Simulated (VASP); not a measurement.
# Re (Im-3m) in VASP: a series of runs

Re is run at these levels: LDA; tasks: single point, relaxation of cell and atoms.

All numbers are computed with VASP 6.6.1; they aren't measurements. Logs are shortened: lines on timing, memory, paths and dates and some standing lists are left out, and cuts for length are marked.

## Step 1: The cell of the first run

Symmetry: Im-3m, No. 229, cubic system. Conventional cell: a = 3.188 Å, b = 3.188 Å, c = 3.188 Å, α = 90.00°, β = 90.00°, γ = 90.00°. Re (site symmetry m-3m) has 14 Re at 2.76 to 3.19 Å within 3.6 Å.

## Step 2: Single point, LDA (volume scaled by 1.12)

The input, INCAR:

```
SYSTEM = Re
ALGO = Normal
EDIFF = 1E-7
ENCUT = 520
ISIF = 2
ISMEAR = -1
LASPH = .TRUE.
LCHARG = .FALSE.
LREAL = .FALSE.
LWAVE = .FALSE.
NBANDS = 10
NELM = 60
PREC = Accurate
SIGMA = 0.1
```

The input, KPOINTS:

```
k-points
0
G
  16 16 16
  0 0 0
```

The input, POSCAR:

```
Re
1.0
   -1.5938393449      1.5938393449      1.5938393449
    1.5938393449     -1.5938393449      1.5938393449
    1.5938393449      1.5938393449     -1.5938393449
Re
1
Direct
    0.0000000000      0.0000000000      0.0000000000
```

Potentials or basis: VASP PAW LDA potentials, release 64 (Re).

Run with:

```bash
$ cat potpaw_LDA.64/Re/POTCAR > POTCAR
$ mpirun -np 1 vasp_std > vasp.out
```

OUTCAR:

```text
SYSTEM = Re
   EDIFF = 1E-7
   ENCUT = 520
   ISIF = 2
   ISMEAR = -1
   LASPH = .TRUE.
   LREAL = .FALSE.
   NELM = 60
   PREC = Accurate

 ion  position               nearest neighbor table
   1  0.000  0.000  0.000-

  LATTYP: Found a body centered cubic cell.
 ALAT       =     3.1876786898

  Lattice vectors:

 A1 = (  -1.5938393449,   1.5938393449,   1.5938393449)
 A2 = (   1.5938393449,  -1.5938393449,   1.5938393449)
 A3 = (   1.5938393449,   1.5938393449,  -1.5938393449)

Analysis of symmetry for initial positions (statically):
=====================================================================
 Subroutine PRICEL returns:
 Original cell was already a primitive cell.

 Routine SETGRP: Setting up the symmetry group for a
 body centered cubic supercell.

 Subroutine GETGRP returns: Found 48 space group operations
 (whereof 48 operations were pure point group operations)
 out of a pool of 48 trial point group operations.

The static configuration has the point symmetry O_h .

Analysis of symmetry for dynamics (positions and initial velocities):
=====================================================================
 Subroutine PRICEL returns:
 Original cell was already a primitive cell.

 Routine SETGRP: Setting up the symmetry group for a
 body centered cubic supercell.

 Subroutine GETGRP returns: Found 48 space group operations
 (whereof 48 operations were pure point group operations)
 out of a pool of 48 trial point group operations.

The dynamic configuration has the point symmetry O_h .

 Subroutine INISYM returns: Found 48 space group operations
 (whereof 48 operations are pure point group operations),
 and found     1 'primitive' translations

----------------------------------------------------------------------------------------

                                     Primitive cell

  volume of cell :      16.1955

  direct lattice vectors                    reciprocal lattice vectors
    -1.593839345  1.593839345  1.593839345     0.000000000  0.313707904  0.313707904
     1.593839345 -1.593839345  1.593839345     0.313707904  0.000000000  0.313707904
     1.593839345  1.593839345 -1.593839345     0.313707904  0.313707904  0.000000000

  length of vectors
     2.760610724  2.760610724  2.760610724     0.443649972  0.443649972  0.443649972

  position of ions in fractional coordinates (direct lattice)
     0.000000000  0.000000000  0.000000000

  ion indices of the primitive-cell ions
   primitive index   ion index
                 1           1
[... 71 lines left out ...]
   NELM   =     60;   NELMIN=  2; NELMDL= -5     # of ELM steps
   EDIFF  = 0.1E-06   stopping-criterion for ELM
   LREAL  =      F    real-space projection
   EDIFFG = 0.1E-05   stopping-criterion for IOM
   NSW    =      0    number of steps for IOM
   IBRION =     -1    ionic relax: 0-MD 1-quasi-New 2-CG
   NFREE  =      0    steps in history (QN), initial steepest desc. (CG)
   ISIF   =      2    stress and relaxation
   ISYM   =      2    0-nonsym 1-usesym 2-fastsym
   POTIM  = 0.5000    time-step for ionic-motion
   TEBEG  =    0.0;   TEEND  =   0.0 temperature during run
   PSTRESS=    0.0 pullay stress
   NELECT =       7.0000    total number of electrons
   NUPDOWN=      -1.0000    fix difference up-down
   EMIN   =  10.00;   EMAX   =-10.00  energy-range for DOS
   EFERMI =   0.00;   METHOD = LEGACY
   ISMEAR =    -1;   SIGMA  =   0.10  broadening in eV -4-tet -1-fermi 0-gaus
   EFERMI_NEDOS =   21; number of points for ismear=-14 and -15
   IALGO  =     38    algorithm
   IMIX   =      4    mixing-type and parameters
     AMIX     =   0.40;   BMIX     =  1.00
     AMIX_MAG =   1.60;   BMIX_MAG =  1.00
  volume/ion in A,a.u.               =      16.20       109.29
  Fermi-wavevector in a.u.,A,eV,Ry     =   1.237779  2.339062 20.845430  1.532096
  Thomas-Fermi vector in A             =   2.372332
   LORBIT       =      0    0 simple, 1 ext, 2 COOP (PROOUT), +10 PAW based schemes
   GGA     = CA    functional components
   LHFCALC =     F    Hartree Fock is set to
   AEXX    =    0.0000 exact exchange contribution
   IVDW    =     0    specifies the selected vdW correction
   LEPSILON=     F    determine dielectric tensor
   LRPA    =     F    only Hartree local field effects (RPA)
 non-spin polarized calculation
  energy-cutoff  :      520.00
  volume of cell :       16.20
 maximum number of plane-waves:       466
 NGX is ok and might be reduce to    24
   NGX = 11   NGY = 11   NGZ = 11

 number of electron       7.0000001 magnetization

 Free energy of the ion-electron system (eV)
  ---------------------------------------------------
  ext. energy  EPLUGINS =         0.00000000
  ---------------------------------------------------
  free energy    TOTEN  =       -13.24758243 eV

  energy without entropy =      -13.20795614  energy(sigma->0) =      -13.22776929

 E-fermi :   7.4760     XC(G=0): -13.3315

 val. band max:        7.4670322152   @ k =   0.1875   0.0625   0.0000
 cond. band min:       7.5033742101   @ k =  -0.2500   0.2500   0.0625
 fundamental gap:      0.0363419950
 Fermi energy:         7.4760044052

 k-point     1 :       0.0000    0.0000    0.0000
  band No.  band energies     occupation
      1      -2.4474      2.00000
      2       5.1119      2.00000
      3       5.1119      2.00000
      4       5.1119      2.00000
      5       8.1542      0.00227
      6       8.1542      0.00227
      7      22.9526      0.00000
      8      22.9526      0.00000
      9      22.9526      0.00000
     10      33.9271      0.00000
[... 287 lines left out ...]
 k-point    24 :       0.2500    0.1875    0.0000
  band No.  band energies     occupation
      1       1.6006      2.00000
      2       3.5916      2.00000
      3       4.3334      2.00000
      4       7.5987      0.45341
      5       8.7944      0.00000
      6      10.9793      0.00000
      7      18.7005      0.00000
      8      21.7147      0.00000
      9      23.7729      0.00000
     10      27.7306      0.00000

 [... further k-points ...]
[... 5 lines left out ...]
  --------------------------------------------------------------------------------------
  -------------------------------------------------------------------------------------
  Total       -3.4279123     -3.4279123     -3.4279123     -0.0000000     -0.0000000      0.0000000
  in kB     -339.1147333   -339.1147333   -339.1147333     -0.0000000     -0.0000000      0.0000000
  external PRESSURE =    -339.1147333 kB  Pullay stress =       0.0000000 kB

 VOLUME and BASIS-vectors are now :
 -----------------------------------------------------------------------------
  energy-cutoff  :      520.00
  volume of cell :       16.20
      direct lattice vectors                 reciprocal lattice vectors
    -1.593839345  1.593839345  1.593839345     0.000000000  0.313707904  0.313707904
     1.593839345 -1.593839345  1.593839345     0.313707904  0.000000000  0.313707904
     1.593839345  1.593839345 -1.593839345     0.313707904  0.313707904  0.000000000

 POSITION                                       TOTAL-FORCE (eV/Angst)
 -----------------------------------------------------------------------------------
      0.00000      0.00000      0.00000         0.000000     -0.000000     -0.000000
 -----------------------------------------------------------------------------------
    total drift:                               -0.000000      0.000000     -0.000000

  FREE ENERGIE OF THE ION-ELECTRON SYSTEM (eV)
  ---------------------------------------------------
  free  energy   TOTEN  =       -13.2475824341 eV

  energy  without entropy=      -13.2079561376  energy(sigma->0) =      -13.22776929
```

stdout:

```text
POSCAR found type information on POSCAR Re
 POSCAR found :  1 types and       1 ions
 scaLAPACK will be used
 LDA part: xc-table for (Slater(with rela. corr.)+CA(PZ))
 , standard interpolation
 POSCAR, INCAR and KPOINTS ok, starting setup
 FFT: planning ... GRIDC
 FFT: planning ... GRID_SOFT
 FFT: planning ... GRID
 WAVECAR not read
 entering main loop
```

It took 12 s on 1 thread of Intel Xeon Platinum 8488C (Sapphire Rapids), shared host; peak memory 0.15 GiB.

What came out:

```
Free energy : -13.2476 eV
Pressure    : -33.9 GPa
```

Caveat: the cell differs from its parent crystal (volume scaled by 1.12); spin-orbit coupling is left out, which moves the levels of the heavy elements.

## Step 3: Relaxation of cell and atoms, LDA

This run uses another cell than the first one, of 14.71 Å³/atom, 0.909 times its volume.

The input, INCAR:

```
SYSTEM = Re
ALGO = Normal ; EDIFF = 1E-7
EDIFFG = -0.01 ; ENCUT = 600
GGA = CA ; IBRION = 2
ISIF = 3 ; ISMEAR = -1
LASPH = .TRUE. ; LCHARG = .FALSE.
LREAL = .FALSE. ; LWAVE = .FALSE.
NELM = 100 ; NSW = 80
PREC = Accurate ; SIGMA = 0.1
```

The input, KPOINTS:

```
k-points
0
G
  14 14 14
  0 0 0
```

The input, POSCAR:

```
Re
1.0
   -1.5436774558      1.5436774558      1.5436774558
    1.5436774558     -1.5436774558      1.5436774558
    1.5436774558      1.5436774558     -1.5436774558
Re
1
Direct
    0.0000000000      0.0000000000      0.0000000000
```

Potentials or basis: VASP PAW LDA potentials, release 64 (Re).

Run with:

```bash
$ cat potpaw_LDA.64/Re/POTCAR > POTCAR
$ mpirun -np 1 vasp_std > vasp.out
```

OUTCAR:

```text
SYSTEM = Re
   EDIFF = 1E-7
   EDIFFG = -0.01
   ENCUT = 600
   GGA = CA
   IBRION = 2
   ISIF = 3
   ISMEAR = -1
   LASPH = .TRUE.
   LREAL = .FALSE.
   NELM = 100
   NSW = 80
   PREC = Accurate

 ion  position               nearest neighbor table
   1  0.000  0.000  0.000-

  LATTYP: Found a body centered cubic cell.
 ALAT       =     3.0873549116

  Lattice vectors:

 A1 = (  -1.5436774558,   1.5436774558,   1.5436774558)
 A2 = (   1.5436774558,  -1.5436774558,   1.5436774558)
 A3 = (   1.5436774558,   1.5436774558,  -1.5436774558)

Analysis of symmetry for initial positions (statically):
=====================================================================
 Subroutine PRICEL returns:
 Original cell was already a primitive cell.
[... 279 lines left out ...]
  ---------------------------------------------------
  free energy    TOTEN  =       -13.44913084 eV

  energy without entropy =      -13.41700375  energy(sigma->0) =      -13.43306729

 E-fermi :   8.9694     XC(G=0): -13.9180

 val. band max:        8.9659286358   @ k =   0.2143   0.2143   0.0000
 cond. band min:       8.9986966525   @ k =   0.2143   0.0000   0.0000
 fundamental gap:      0.0327680167
 Fermi energy:         8.9694271655

 k-point     1 :       0.0000    0.0000    0.0000
  band No.  band energies     occupation
      1      -1.8599      2.00000
      2       6.1695      2.00000
      3       6.1695      2.00000
      4       6.1695      2.00000
      5       9.6922      0.00145
      6       9.6922      0.00145
      7      24.5855      0.00000
[... 221 lines left out ...]
 k-point    24 :       0.3571    0.2857    0.0000
  band No.  band energies     occupation
      1       3.1044      2.00000
      2       4.6382      2.00000
      3       5.4512      2.00000
      4       9.9636      0.00010
      5      10.5561      0.00000
      6      16.8939      0.00000
      7      18.3938      0.00000

 [... further k-points ...]
[... 5 lines left out ...]
  --------------------------------------------------------------------------------------
  -------------------------------------------------------------------------------------
  Total       -0.0020910     -0.0020910     -0.0020910     -0.0000000      0.0000000      0.0000000
  in kB       -0.2307501     -0.2307501     -0.2307501     -0.0000000      0.0000000      0.0000000
  external PRESSURE =      -0.2307501 kB  Pullay stress =       0.0000000 kB
[... 16 lines left out ...]
  FREE ENERGIE OF THE ION-ELECTRON SYSTEM (eV)
  ---------------------------------------------------
  free  energy   TOTEN  =       -13.4491308376 eV

  energy  without entropy=      -13.4170037524  energy(sigma->0) =      -13.43306729

 reached required accuracy - stopping structural energy minimisation
```

OSZICAR:

```text
N       E                     dE             d eps       ncg     rms          rms(c)
DAV:   1     0.216980851936E+02    0.21698E+02   -0.35762E+03  1694   0.102E+03
DAV:   2    -0.136049859898E+02   -0.35303E+02   -0.32506E+02  2303   0.164E+02
DAV:   3    -0.141803868745E+02   -0.57540E+00   -0.52833E+00  1708   0.220E+01
[... 28 lines left out ...]
       N       E                     dE             d eps       ncg     rms          rms(c)
DAV:   1    -0.134491321700E+02   -0.36049E-05   -0.73019E-05  2254   0.239E-01    0.356E-02
DAV:   2    -0.134491310897E+02    0.10802E-05   -0.14568E-06  2191   0.261E-02    0.130E-02
DAV:   3    -0.134491308284E+02    0.26131E-06   -0.71765E-07  1981   0.189E-02    0.190E-03
DAV:   4    -0.134491308376E+02   -0.91359E-08   -0.87288E-08   854   0.382E-03
   4 F= -.13449131E+02 E0= -.13433067E+02  d E =-.322640E-02
```

Run time: 16 s. Hardware: 1 thread of Intel Xeon Platinum 8488C (Sapphire Rapids), shared host; peak memory 0.15 GiB.

What came out:

```yaml
Free_energy: -13.4491 eV
Relaxed_volume: 14.52 Å³/atom
Relaxed_cell: a = 2.662 Å, b = 2.662 Å, c = 2.662 Å, α = 109.47°, β = 109.47°, γ = 109.47°
Space_group_after_relaxing_to_0.05_Å: Im-3m (No. 229)
Energy_gained_by_relaxing: 3.2 meV/atom
Ionic_steps: 4
Pressure_after_relaxing: 0.0 GPa
```

Step by step:
| step | energy change (eV) | largest force (eV/Å) | pressure (GPa) | volume (Å³) |
| --- | --- | --- | --- | --- |
| 1 | 0.0000 | 0.0000 | -5.21 | 14.71 |
| 2 | 0.0579 | 0.0000 | 25.78 | 13.72 |
| 3 | -0.0032 | 0.0000 | -0.13 | 14.52 |
| 4 | -0.0032 | 0.0000 | -0.02 | 14.52 |

Final structure:
```yaml
crystal:
  lattice:
    - [-1.53682, 1.53682, 1.53682]
    - [1.53682, -1.53682, 1.53682]
    - [1.53682, 1.53682, -1.53682]
  atoms:
    - { symbol: Re, position: [0.00000, 0.00000, 0.00000] }
```

Caveat: spin-orbit coupling is left out, which moves the levels of the heavy elements.

## Step 4: Single point, LDA, non-collinear spin, zero start, spin-orbit coupling

This run uses another cell than the first one, of 14.46 Å³/atom, 0.893 times its volume.

The input, INCAR:

```
SYSTEM = Re
ALGO = Normal
EDIFF = 1E-6
ENCUT = 520
GGA = CA
GGA_COMPAT = .False.
ISIF = 2
ISMEAR = -1
LASPH = .True.
LCHARG = .False.
LMAXMIX = 4
LORBIT = 11
LORBMOM = .True.
LREAL = .False.
LSORBIT = .True.
LWAVE = .False.
MAGMOM = 0 0 0
NBANDS = 18
NELM = 150
PREC = Accurate
SIGMA = 0.1
```

The input, KPOINTS:

```
k-points
0
Gamma
  14 14 14
  0 0 0
```

The input, POSCAR:

```
Re
1.0
   -1.5347531587      1.5347531587      1.5347531587
    1.5347531587     -1.5347531587      1.5347531587
    1.5347531587      1.5347531587     -1.5347531587
Re
1
Direct
    0.0000000000      0.0000000000      0.0000000000
```

Run with:

```bash
$ cat potpaw_LDA.64/Re/POTCAR > POTCAR
$ mpirun -np 1 vasp_ncl > vasp.out
```

It took 34 s on 1 thread of Intel Xeon Platinum 8488C (Sapphire Rapids), shared host; peak memory 0.17 GiB.

Results (log left out):

```yaml
Free_energy: -13.7527 eV
Pressure: 2.0 GPa
Net_moment: 0.00 μB per cell
Valence_electrons_inside_the_program's_atomic_spheres: Re 6.21
```

Moments on the atoms (μB; x, y, z):
```
Re  0.00 0.00 0.00
```

## Step 5: Summary

```csv
task,spin,cell,k mesh,cutoff (eV),gap on the mesh (eV),pressure (GPa)
single point,off,"a = 2.761 Å, angles 109.5°, 1 atom",16 × 16 × 16,520,none,-33.9
relaxation of cell and atoms,off,"relaxed from a = 2.674 Å, angles 109.5°, 1 atom",14 × 14 × 14,600,none,0.0
single point,"non-collinear, zero start, SOC","a = 2.658 Å, angles 109.5°, 1 atom",14 × 14 × 14,520,-,2.0
```

Alike in all rows: level LDA; potentials or basis VASP PAW LDA potentials, release 64 (Re); smearing fermi-dirac 0.1 eV.

Caveats: spin-orbit coupling is left out, which moves the levels of the heavy elements (some runs).

Absolute energies hang on the potentials; compare differences alone.
